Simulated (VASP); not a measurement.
# ZnS in VASP: a series of runs, part 3 of 3

VASP 6.6.1. Earlier steps stand in the parts before.

### Step 5. Single point, r2SCAN0

This run uses another cell than the first one, of 20.91 Å³/atom, 1.152 times its volume.

The input, POSCAR:

```
ZnS
1.0
    0.0000000000      2.7549938462      2.7549938462
    2.7549938462      0.0000000000      2.7549938462
    2.7549938462      2.7549938462      0.0000000000
Zn S
1 1
Direct
    0.7500000000      0.7500000000      0.7500000000
    0.0000000000      0.0000000000      0.0000000000
```

The input, INCAR.step1:

```
SYSTEM = ZnS
ALGO = Normal ; EDIFF = 1E-5
ENCUT = 520 ; GGA = PE
ISIF = 2 ; ISMEAR = -1
LASPH = .TRUE. ; LCHARG = .FALSE.
LREAL = .FALSE. ; LWAVE = .TRUE.
NBANDS = 16 ; NELM = 100
PREC = Accurate ; SIGMA = 0.05
```

The input, INCAR.step2:

```
SYSTEM = ZnS
AEXX = 0.25 ; ALGO = Normal
EDIFF = 1E-7 ; ENCUT = 520
ISIF = 2 ; ISMEAR = -1
ISTART = 1 ; LASPH = .TRUE.
LCHARG = .FALSE. ; LHFCALC = .TRUE.
LMIXTAU = .TRUE. ; LREAL = .FALSE.
LWAVE = .FALSE. ; METAGGA = R2SCAN
NBANDS = 16 ; NELM = 100
PREC = Accurate ; PRECFOCK = Normal
SIGMA = 0.05
```

The input, KPOINTS:

```
k-points
0
G
  5 5 5
  0 0 0
```

Potentials or basis: VASP PAW PBE potentials, release 64 (Zn, S).

Launch:

```console
$ cat potpaw_PBE.64/Zn/POTCAR potpaw_PBE.64/S/POTCAR > POTCAR
$ cp INCAR.step1 INCAR
$ mpirun -np 1 vasp_std > vasp.out
$ cp INCAR.step2 INCAR
$ mpirun -np 1 vasp_std > vasp.out
```

OUTCAR:

```text
SYSTEM = ZnS
   AEXX = 0.25
   EDIFF = 1E-7
   ENCUT = 520
   ISIF = 2
   ISMEAR = -1
   ISTART = 1
   LASPH = .TRUE.
   LHFCALC = .TRUE.
   LREAL = .FALSE.
   METAGGA = R2SCAN
   NELM = 100
   PREC = Accurate
   PRECFOCK = Normal

 ion  position               nearest neighbor table
   1  0.750  0.750  0.750-   2 2.39   2 2.39   2 2.39   2 2.39
   2  0.000  0.000  0.000-   1 2.39   1 2.39   1 2.39   1 2.39

  LATTYP: Found a face centered cubic cell.
 ALAT       =     5.5099876924

  Lattice vectors:

 A1 = (   0.0000000000,   2.7549938462,   2.7549938462)
 A2 = (   2.7549938462,   0.0000000000,   2.7549938462)
 A3 = (   2.7549938462,   2.7549938462,   0.0000000000)

Analysis of symmetry for initial positions (statically):
=====================================================================
 Subroutine PRICEL returns:
 Original cell was already a primitive cell.

 Routine SETGRP: Setting up the symmetry group for a
 face centered cubic supercell.

 Subroutine GETGRP returns: Found 24 space group operations
 (whereof 24 operations were pure point group operations)
 out of a pool of 48 trial point group operations.

[... 154 lines left out ...]

 E-fermi :   1.4325     XC(G=0):  -7.7853

 val. band max:        0.3160371619   @ k =   0.0000   0.0000   0.0000
 cond. band min:       4.3973599099   @ k =   0.0000   0.0000   0.0000
 fundamental gap:      4.0813227480
 Fermi energy:         1.4324629794

 k-point     1 :       0.0000    0.0000    0.0000
  band No.  band energies     occupation
      1     -13.9649      2.00000
      2      -7.5530      2.00000
      3      -7.5530      2.00000
      4      -7.5529      2.00000
      5      -7.1516      2.00000
      6      -7.1516      2.00000
[... 167 lines left out ...]
      3      -7.3678      2.00000
      4      -7.2207      2.00000
      5      -7.1375      2.00000
      6      -6.8703      2.00000
[... 8 lines left out ...]
     15      16.1156      0.00000
     16      18.4607      0.00000

------------------------ aborting loop because EDIFF is reached ----------------------------------------

  FORCE on cell =-STRESS in cart. coord.  units (eV):
  Direction    XX          YY          ZZ          XY          YZ          ZX
  --------------------------------------------------------------------------------------
  -------------------------------------------------------------------------------------
  Total       -1.1997038     -1.1997038     -1.1997038      0.0000000     -0.0000000     -0.0000000
  in kB      -45.9613461    -45.9613461    -45.9613461      0.0000000     -0.0000000     -0.0000000
  external PRESSURE =     -45.9613461 kB  Pullay stress =       0.0000000 kB

 VOLUME and BASIS-vectors are now :
 -----------------------------------------------------------------------------
  energy-cutoff  :      520.00
  volume of cell :       41.82
      direct lattice vectors                 reciprocal lattice vectors
     0.000000000  2.754993846  2.754993846    -0.181488609  0.181488609  0.181488609
     2.754993846  0.000000000  2.754993846     0.181488609 -0.181488609  0.181488609
     2.754993846  2.754993846  0.000000000     0.181488609  0.181488609 -0.181488609

 POSITION                                       TOTAL-FORCE (eV/Angst)
 -----------------------------------------------------------------------------------
      4.13249      4.13249      4.13249        -0.000000     -0.000000     -0.000000
      0.00000      0.00000      0.00000         0.000000      0.000000      0.000000
 -----------------------------------------------------------------------------------
    total drift:                                0.000053      0.000011      0.000026

  FREE ENERGIE OF THE ION-ELECTRON SYSTEM (eV)
  ---------------------------------------------------
  free  energy   TOTEN  =       -18.0767810666 eV

  energy  without entropy=      -18.0767810666  energy(sigma->0) =      -18.07678107
```

OSZICAR.step1:

```text
N       E                     dE             d eps       ncg     rms          rms(c)
DAV:   1     0.835178749201E+02    0.83518E+02   -0.83265E+03   320   0.131E+03
DAV:   2    -0.177898693501E+01   -0.85297E+02   -0.79446E+02   336   0.254E+02
DAV:   3    -0.721217660161E+01   -0.54332E+01   -0.53937E+01   432   0.609E+01
DAV:   4    -0.726486342241E+01   -0.52687E-01   -0.52670E-01   360   0.619E+00
DAV:   5    -0.726542365061E+01   -0.56023E-03   -0.56021E-03   424   0.617E-01    0.615E+00
DAV:   6    -0.685115829630E+01    0.41427E+00   -0.74111E-01   480   0.291E+01    0.487E+00
DAV:   7    -0.683248679646E+01    0.18671E-01   -0.23848E-01   360   0.424E+00    0.252E+00
DAV:   8    -0.683185054648E+01    0.63625E-03   -0.49188E-03   408   0.696E-01    0.658E-01
DAV:   9    -0.683217268759E+01   -0.32214E-03   -0.11513E-03   352   0.273E-01    0.107E-01
DAV:  10    -0.683234943229E+01   -0.17674E-03   -0.17854E-04   392   0.148E-01    0.524E-02
DAV:  11    -0.683234913669E+01    0.29560E-06   -0.37757E-05   360   0.102E-01
   1 F= -.68323491E+01 E0= -.68323491E+01  d E =-.465841E-09
```

It took 28 min on 1 thread of Intel Xeon Platinum 8375C at 2.90GHz (Ice Lake), shared host; peak memory 0.18 GiB.

What came out:

* Free energy: -18.0768 eV
* Pressure: -4.6 GPa
* Band gap on the k mesh: 4.08 eV, direct

Caveat: the PAW data sets were made with another functional, which shifts forces and pressure a little.

### Step 6. Single point, PBE

This run uses another cell than the first one, of 19.73 Å³/atom, 1.087 times its volume.

The input, INCAR:

```
SYSTEM = ZnS
ALGO     = Normal         ! electronic algorithm
EDIFF    = 1E-6           ! SCF threshold, eV
ENCUT    = 520            ! plane-wave cutoff, eV
GGA      = PE             ! functional
ISIF     = 2              ! what is computed and relaxed
ISMEAR   = -1             ! smearing method
LASPH    = .TRUE.         ! aspherical terms in the spheres
LCHARG   = .FALSE.        ! write CHGCAR
LREAL    = .FALSE.        ! projectors in reciprocal space
LWAVE    = .FALSE.        ! write WAVECAR
NBANDS   = 16             ! bands
NELM     = 80             ! most SCF steps
PREC     = Accurate       ! precision mode
SIGMA    = 0.02           ! smearing width, eV
```

The input, KPOINTS:

```
k-points
0
G
  4 4 4
  0 0 0
```

The input, POSCAR:

```
ZnS
1.0
    0.0000000000      2.7020000000      2.7020000000
    2.7020000000      0.0000000000      2.7020000000
    2.7020000000      2.7020000000      0.0000000000
Zn S
1 1
Direct
    0.7500000000      0.7500000000      0.7500000000
    0.0000000000      0.0000000000      0.0000000000
```

Potentials or basis: VASP PAW PBE potentials, release 64 (Zn, S).

Launch:

```console
$ cat potpaw_PBE.64/Zn/POTCAR potpaw_PBE.64/S/POTCAR > POTCAR
$ mpirun -np 1 vasp_std > vasp.out
```

It took 3.2 s on 1 thread of Intel Xeon 6975P-C (Granite Rapids), shared host; peak memory 0.15 GiB.

Results (log left out):

| Quantity | Value |
| --- | --- |
| Free energy | -6.8004 eV |
| Pressure | 2.1 GPa |
| Band gap on the k mesh | 2.10 eV, direct |

Levels at points of the mesh, in eV from the valence-band top:
| k point | band 7 | band 8 | band 9 | band 10 | band 11 | band 12 |
| --- | --- | --- | --- | --- | --- | --- |
| (0.00, 0.00, 0.00) | 0.00 | 0.00 | 0.00 | 2.10 | 6.38 | 6.38 |
| (0.50, 0.00, 0.00) | -5.30 | -0.87 | -0.87 | 3.30 | 6.91 | 6.91 |
| (0.50, 0.50, 0.00) | -4.57 | -2.22 | -2.22 | 3.39 | 4.06 | 10.98 |

Caveat: the k points lie up to 0.50 Å⁻¹ apart. Expect the measured gap to be larger: semilocal functionals such as PBE lack the derivative discontinuity.

### Step 7. Overview

| task | level | spin | cell | k mesh | smearing | grid for exact exchange (PRECFOCK) | gap on the mesh (eV) | pressure (GPa) | moment (μB) |
| --- | --- | --- | --- | --- | --- | --- | --- | --- | --- |
| single point | PBE+D3(BJ) | collinear, ferromagnetic start | a = 3.716 Å, angles 60.0°, 2 atoms | 9 × 9 × 9 | gaussian 0.025 eV | - | 2.49 | 6.2 | 0.00 |
| single point | PBE+D4 | non-collinear, typed start | a = 3.821 Å, angles 60.0°, 2 atoms | 9 × 9 × 9 | gaussian 0.01 eV | - | 2.11 | -0.9 | 0.00 |
| molecular dynamics | RPBE | off | a = 3.865, b = 3.812, c = 3.853 Å, angles 59.6, 59.2, 59.0°, 2 atoms | 6 × 6 × 6 | fermi-dirac 0.05 eV | - | - | - | - |
| single point | r2SCAN0 | off | a = 3.896 Å, angles 60.0°, 2 atoms | 5 × 5 × 5 | fermi-dirac 0.05 eV | Normal | 4.08 | -4.6 | - |
| single point | PBE | off | a = 3.821 Å, angles 60.0°, 2 atoms | 4 × 4 × 4 | fermi-dirac 0.02 eV | - | 2.10 | 2.1 | - |

Alike in all rows: potentials or basis VASP PAW PBE potentials, release 64 (Zn, S); cutoff (eV) 520.

Caveats: some runs use coarse meshes; the PAW data sets were made with another functional, which shifts forces and pressure a little (some runs).

Total energies depend on the potentials used, so only differences within one code and one set of settings carry meaning.

### Step 8. Against experiment

Step 3. A measured gap of ZnS is 3.85 eV (direct; 19 K; quoted in “Electronic, vibrational, and thermodynamic properties of ZnS (zincblende and rocksalt structure)”, 2009, arxiv:0911.5022); the calculated 2.11 eV misses it by -1.74 eV. The value is that of PBE+D4, without temperature or zero-point motion. Semilocal functionals fall short of measured gaps as a rule.
